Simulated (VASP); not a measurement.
Input of a VASP 6.6.1 run:

The input INCAR:

```
SYSTEM = InAs
PREC = Accurate ; ENCUT = 520
EDIFF = 1E-6 ; ISMEAR = -1
SIGMA = 0.02 ; LREAL = .False.
LASPH = .True. ; NELM = 60
ALGO = Normal ; ISIF = 2
LWAVE = .False. ; LCHARG = .True.
GGA = PE ; LELF = .True.
LVHAR = .True. ; NBANDS = 16
```

File KPOINTS:

```
Automatic mesh
0
Gamma
  6 6 6
  0 0 0
```

Contents of POSCAR:

```
InAs
1.0
    0.0000000000      2.8414337288      2.8414337288
    2.8414337288      0.0000000000      2.8414337288
    2.8414337288      2.8414337288      0.0000000000
In As
1 1
Direct
    0.0000000000      0.0000000000      0.0000000000
    0.5000000000      0.5000000000      0.5000000000
```

Potentials or basis: VASP PAW PBE potentials, release 64 (In_d, As).

Command:

```sh
$ cat potpaw_PBE.64/In_d/POTCAR potpaw_PBE.64/As/POTCAR > POTCAR
$ mpirun -np 1 vasp_std > vasp.out
```

Task: Estimate the pressure.

Result: 2.6 GPa.

Task: What does it give for the band gap on the k mesh?

Result: Zero (band 9 reaches 6.73 eV, above the bottom of band 10 at 4.00 eV).

Caveat: spin-orbit coupling is left out, which moves the levels of the heavy elements.
